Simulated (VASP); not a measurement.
# Pb (Pm-3m) in VASP: further runs

Runs on Pb. Level: PBE. Tasks: single point, relaxation of cell and atoms.

Everything below comes from runs of VASP 6.6.1. Logs are shortened: lines on timing, memory, paths and dates and some standing lists are left out, and cuts for length are marked.

## (1) The cell of the first run

It takes space group Pm-3m (No. 221, cubic). The conventional cell has a = 3.273 Å, b = 3.273 Å, c = 3.273 Å, α = 90.00°, β = 90.00°, γ = 90.00°. Within 4.3 Å of Pb (site symmetry m-3m) lie 6 Pb at 3.27 Å.

This isn't the form of Pb at room conditions, which is fcc.

## (2) Single point, PBE

Contents of INCAR:

```
PREC = Accurate ; ENCUT = 520
EDIFF = 1E-6 ; ISMEAR = -1
SIGMA = 0.05 ; LREAL = F
LASPH = T ; NELM = 80
ALGO = Normal ; ISIF = 2
LWAVE = F ; LCHARG = T
GGA = PE ; LELF = T
LVHAR = T ; NBANDS = 13
```

Contents of KPOINTS:

```
Automatic mesh
0
Gamma
  13 13 13
```

Contents of POSCAR:

```
Pb
1.0
    3.2732712958      0.0000000000      0.0000000000
    0.0000000000      3.2732712958      0.0000000000
    0.0000000000      0.0000000000      3.2732712958
Pb
1
Direct
    0.0000000000      0.0000000000      0.0000000000
```

Potentials or basis: VASP PAW PBE potentials, release 64 (Pb_d).

Command:

```console
$ cat potpaw_PBE.64/Pb_d/POTCAR > POTCAR
$ mpirun -np 1 vasp_std > vasp.out
```

OUTCAR:

```text
PREC = Accurate
   ENCUT = 520
   EDIFF = 1E-6
   ISMEAR = -1
   LREAL = F
   LASPH = T
   NELM = 80
   ISIF = 2
   GGA = PE

 ion  position               nearest neighbor table
   1  0.000  0.000  0.000-

  LATTYP: Found a simple cubic cell.
 ALAT       =     3.2732712958

  Lattice vectors:

 A1 = (   3.2732712958,   0.0000000000,   0.0000000000)
 A2 = (   0.0000000000,   3.2732712958,   0.0000000000)
 A3 = (   0.0000000000,   0.0000000000,   3.2732712958)

Analysis of symmetry for initial positions (statically):
=====================================================================
 Subroutine PRICEL returns:
 Original cell was already a primitive cell.

 Routine SETGRP: Setting up the symmetry group for a
 simple cubic supercell.

 Subroutine GETGRP returns: Found 48 space group operations
 (whereof 48 operations were pure point group operations)
 out of a pool of 48 trial point group operations.

The static configuration has the point symmetry O_h .

Analysis of symmetry for dynamics (positions and initial velocities):
=====================================================================
 Subroutine PRICEL returns:
 Original cell was already a primitive cell.

 Routine SETGRP: Setting up the symmetry group for a
 simple cubic supercell.

 Subroutine GETGRP returns: Found 48 space group operations
 (whereof 48 operations were pure point group operations)
 out of a pool of 48 trial point group operations.

The dynamic configuration has the point symmetry O_h .

 Subroutine INISYM returns: Found 48 space group operations
 (whereof 48 operations are pure point group operations),
 and found     1 'primitive' translations

----------------------------------------------------------------------------------------

                                     Primitive cell

  volume of cell :      35.0708

  direct lattice vectors                    reciprocal lattice vectors
     3.273271296  0.000000000  0.000000000     0.305504772  0.000000000  0.000000000
     0.000000000  3.273271296  0.000000000     0.000000000  0.305504772  0.000000000
     0.000000000  0.000000000  3.273271296     0.000000000  0.000000000  0.305504772

  length of vectors
     3.273271296  3.273271296  3.273271296     0.305504772  0.305504772  0.305504772

  position of ions in fractional coordinates (direct lattice)
     0.000000000  0.000000000  0.000000000

  ion indices of the primitive-cell ions
   primitive index   ion index
                 1           1

----------------------------------------------------------------------------------------

 KPOINTS: Automatic mesh

Automatic generation of k-mesh.
 Grid dimensions read from file:
 generate k-points for:   13   13   13

 Generating k-lattice:

  Cartesian coordinates                     Fractional coordinates (reciprocal lattice)
     0.023500367  0.000000000  0.000000000     0.076923077  0.000000000  0.000000000
     0.000000000  0.023500367  0.000000000     0.000000000  0.076923077  0.000000000
     0.000000000  0.000000000  0.023500367     0.000000000  0.000000000  0.076923077

  Length of vectors
     0.023500367  0.023500367  0.023500367

  Shift w.r.t. Gamma in fractional coordinates (k-lattice)
     0.000000000  0.000000000  0.000000000

 Subroutine IBZKPT returns following result:
 ===========================================

 Found     84 irreducible k-points:

 Following reciprocal coordinates:
            Coordinates               Weight
  0.000000  0.000000  0.000000      1.000000
  0.076923  0.000000  0.000000      6.000000
  0.153846  0.000000  0.000000      6.000000
  0.230769  0.000000  0.000000      6.000000
  0.307692  0.000000  0.000000      6.000000
  0.384615  0.000000  0.000000      6.000000
[... 16 lines left out ...]
  0.307692  0.307692  0.000000     12.000000
  0.384615  0.307692  0.000000     24.000000
 [... further k-points ...]
   k-points           NKPTS =     84   k-points in BZ     NKDIM =     84   number of bands    NBANDS=     13
   number of dos      NEDOS =    301   number of ions     NIONS =      1
   total plane-waves  NPLWV =  13824
   dimension x,y,z NGX =    24 NGY =   24 NGZ =   24
   dimension x,y,z NGXF=    48 NGYF=   48 NGZF=   48
   ions per type =               1
   NGX,Y,Z   is equivalent  to a cutoff of  12.19, 12.19, 12.19 a.u.
   NGXF,Y,Z  is equivalent  to a cutoff of  24.38, 24.38, 24.38 a.u.
 SYSTEM =  unknown system
   PREC   = accura    normal or accurate (medium, high low for compatibility)
   ISTART =      0    job   : 0-new  1-cont  2-samecut
   ICHARG =      2    charge: 1-file 2-atom 10-const
   ISPIN  =      1    spin polarized calculation?
   LNONCOLLINEAR =      F non collinear calculations
   LSORBIT =      F    spin-orbit coupling
   LASPH  =      T    aspherical Exc in radial PAW
   ENCUT  =  520.0 eV  38.22 Ry    6.18 a.u.   6.09  6.09  6.09*2*pi/ulx,y,z
   NELM   =     80;   NELMIN=  2; NELMDL= -5     # of ELM steps
   EDIFF  = 0.1E-05   stopping-criterion for ELM
   LREAL  =      F    real-space projection
   EDIFFG = 0.1E-04   stopping-criterion for IOM
   NSW    =      0    number of steps for IOM
   IBRION =     -1    ionic relax: 0-MD 1-quasi-New 2-CG
   NFREE  =      0    steps in history (QN), initial steepest desc. (CG)
   ISIF   =      2    stress and relaxation
   ISYM   =      2    0-nonsym 1-usesym 2-fastsym
   POTIM  = 0.5000    time-step for ionic-motion
   TEBEG  =    0.0;   TEEND  =   0.0 temperature during run
   PSTRESS=    0.0 pullay stress
   NELECT =      14.0000    total number of electrons
   NUPDOWN=      -1.0000    fix difference up-down
   EMIN   =  10.00;   EMAX   =-10.00  energy-range for DOS
   EFERMI =   0.00;   METHOD = LEGACY
   ISMEAR =    -1;   SIGMA  =   0.05  broadening in eV -4-tet -1-fermi 0-gaus
   EFERMI_NEDOS =   21; number of points for ismear=-14 and -15
   IALGO  =     38    algorithm
   IMIX   =      4    mixing-type and parameters
     AMIX     =   0.40;   BMIX     =  1.00
     AMIX_MAG =   1.60;   BMIX_MAG =  1.00
  volume/ion in A,a.u.               =      35.07       236.67
  Fermi-wavevector in a.u.,A,eV,Ry     =   1.205412  2.277898 19.769511  1.453018
  Thomas-Fermi vector in A             =   2.341109
   LORBIT       =      0    0 simple, 1 ext, 2 COOP (PROOUT), +10 PAW based schemes
   GGA     = PE    functional components
   LHFCALC =     F    Hartree Fock is set to
   AEXX    =    0.0000 exact exchange contribution
   IVDW    =     0    specifies the selected vdW correction
   LEPSILON=     F    determine dielectric tensor
   LRPA    =     F    only Hartree local field effects (RPA)
 non-spin polarized calculation
  energy-cutoff  :      520.00
  volume of cell :       35.07
 maximum number of plane-waves:       959
   NGX = 13   NGY = 13   NGZ = 13

 number of electron      13.9999994 magnetization

 Free energy of the ion-electron system (eV)
  ---------------------------------------------------
  ext. energy  EPLUGINS =         0.00000000
  ---------------------------------------------------
  free energy    TOTEN  =        -3.37826128 eV

  energy without entropy =       -3.37236247  energy(sigma->0) =       -3.37531188

 E-fermi :   5.5490     XC(G=0):  -9.3977

 val. band max:        5.5379699782   @ k =   0.3077   0.3077   0.1538
 cond. band min:       5.5730385413   @ k =   0.3077   0.3077   0.1538
 fundamental gap:      0.0350685631
 Fermi energy:         5.5490267297

 k-point     1 :       0.0000    0.0000    0.0000
  band No.  band energies     occupation
      1     -11.6252      2.00000
      2     -11.6252      2.00000
      3     -11.1111      2.00000
      4     -11.1111      2.00000
      5     -11.1111      2.00000
      6      -5.4525      2.00000
      7      10.3083      0.00000
      8      10.3083      0.00000
      9      10.3083      0.00000
     10      13.0776      0.00000
     11      14.6196      0.00000
     12      14.6196      0.00000
     13      23.2903      0.00000

 k-point     2 :       0.0769    0.0000    0.0000
  band No.  band energies     occupation
      1     -11.6236      2.00000
      2     -11.6026      2.00000
      3     -11.1191      2.00000
      4     -11.1191      2.00000
      5     -11.1104      2.00000
      6      -5.3734      2.00000
      7       9.2456      0.00000
      8      10.4000      0.00000
      9      10.4000      0.00000
     10      13.4733      0.00000
     11      14.6690      0.00000
     12      15.4717      0.00000
     13      22.7262      0.00000

 k-point     3 :       0.1538    0.0000    0.0000
  band No.  band energies     occupation
      1     -11.6194      2.00000
      2     -11.5404      2.00000
      3     -11.1411      2.00000
      4     -11.1411      2.00000
      5     -11.1086      2.00000
      6      -5.1372      2.00000
      7       7.4398      0.00000
      8      10.6665      0.00000
      9      10.6665      0.00000
     10      13.8080      0.00000
     11      14.8179      0.00000
     12      17.5003      0.00000
     13      21.5902      0.00000
[... 305 lines left out ...]
 k-point    23 :       0.3077    0.3077    0.0000
  band No.  band energies     occupation
      1     -11.4798      2.00000
      2     -11.3238      2.00000
      3     -11.1958      2.00000
      4     -11.1930      2.00000
      5     -11.1823      2.00000
      6      -3.0642      2.00000
      7       5.2059      1.99791
      8       5.2421      1.99569
      9      12.6650      0.00000
     10      12.9209      0.00000
     11      16.0032      0.00000
     12      19.4056      0.00000
     13      20.7281      0.00000

 k-point    24 :       0.3846    0.3077    0.0000
  band No.  band energies     occupation
      1     -11.4632      2.00000
      2     -11.3577      2.00000
      3     -11.2205      2.00000
      4     -11.1914      2.00000
      5     -11.1099      2.00000
      6      -2.5222      2.00000
      7       3.8872      2.00000
      8       5.7379      0.04473
      9      11.5555      0.00000
     10      13.4474      0.00000
     11      16.5298      0.00000
     12      18.7554      0.00000
     13      20.0584      0.00000

 [... further k-points ...]
[... 5 lines left out ...]
  --------------------------------------------------------------------------------------
  -------------------------------------------------------------------------------------
  Total       -0.1594146     -0.1594146     -0.1594146      0.0000000      0.0000000      0.0000000
  in kB       -7.2827033     -7.2827033     -7.2827033      0.0000000      0.0000000      0.0000000
  external PRESSURE =      -7.2827033 kB  Pullay stress =       0.0000000 kB

 VOLUME and BASIS-vectors are now :
 -----------------------------------------------------------------------------
  energy-cutoff  :      520.00
  volume of cell :       35.07
      direct lattice vectors                 reciprocal lattice vectors
     3.273271296  0.000000000  0.000000000     0.305504772  0.000000000  0.000000000
     0.000000000  3.273271296  0.000000000     0.000000000  0.305504772  0.000000000
     0.000000000  0.000000000  3.273271296     0.000000000  0.000000000  0.305504772

 POSITION                                       TOTAL-FORCE (eV/Angst)
 -----------------------------------------------------------------------------------
      0.00000      0.00000      0.00000         0.000000      0.000000      0.000000
 -----------------------------------------------------------------------------------
    total drift:                               -0.000000     -0.000000      0.000000

  FREE ENERGIE OF THE ION-ELECTRON SYSTEM (eV)
  ---------------------------------------------------
  free  energy   TOTEN  =        -3.3782612770 eV

  energy  without entropy=       -3.3723624745  energy(sigma->0) =       -3.37531188
```

It took 16 s on 1 thread of Intel Xeon Platinum 8375C at 2.90GHz (Ice Lake), shared host; peak memory 0.16 GiB.

Results:

```yaml
Free_energy: -3.3783 eV
Pressure: -0.7 GPa
Band_gap_on_the_k_mesh: zero (bands 7 and 8 overlap by 6.40 eV)
```

Levels at points of the mesh, in eV from the Fermi level:
```tsv
k point	band 4	band 5	band 6	band 7	band 8	band 9	band 10	band 11
(0.00, 0.00, 0.00)	-16.66	-16.66	-11.00	4.76	4.76	4.76	7.53	9.07
```

Caveat: spin-orbit coupling is left out, which moves the levels of the heavy elements.

## (3) Relaxation of cell and atoms, PBE

This run uses another cell than the first one, of 34.38 Å³/atom.

Contents of INCAR:

```
SYSTEM = Pb
ALGO = Normal ; EDIFF = 1E-7
EDIFFG = -0.005 ; ENCUT = 600
GGA = PE ; IBRION = 2
ISIF = 3 ; ISMEAR = -1
LASPH = .True. ; LCHARG = .False.
LREAL = .False. ; LWAVE = .False.
NELM = 60 ; NSW = 45
PREC = Accurate ; SIGMA = 0.05
```

Contents of KPOINTS:

```
k-points
0
Gamma
  13 13 13
  0 0 0
```

Contents of POSCAR:

```
Pb
1.0
    3.2517279272      0.0000000000      0.0000000000
    0.0000000000      3.2517279272      0.0000000000
    0.0000000000      0.0000000000      3.2517279272
Pb
1
Direct
    0.0000000000      0.0000000000      0.0000000000
```

Potentials or basis: VASP PAW PBE potentials, release 64 (Pb_d).

Command:

```console
$ cat potpaw_PBE.64/Pb_d/POTCAR > POTCAR
$ mpirun -np 1 vasp_std > vasp.out
```

Run time: 28 s. Hardware: 1 thread of Intel Xeon Platinum 8375C at 2.90GHz (Ice Lake), shared host; peak memory 0.18 GiB.

Results (log left out):

- Free energy: -3.3797 eV
- Pressure after relaxing: 0.0 GPa
- Band gap on the k mesh: zero (bands 7 and 8 overlap by 6.52 eV)

Final structure:
```xyz
1
Lattice="3.2517 0.0000 0.0000 0.0000 3.2517 0.0000 0.0000 0.0000 3.2517" Properties=species:S:1:pos:R:3 pbc="T T T"
Pb    0.0000    0.0000    0.0000
```

Levels at points of the mesh, in eV from the Fermi level:
```csv
k point,band 4,band 5,band 6,band 7,band 8,band 9,band 10,band 11
"(0.00, 0.00, 0.00)",-16.66,-16.66,-11.12,4.83,4.83,4.83,7.67,9.17
```

Caveat: the relaxation stopped at its first step, so nothing moved; spin-orbit coupling is left out, which moves the levels of the heavy elements.
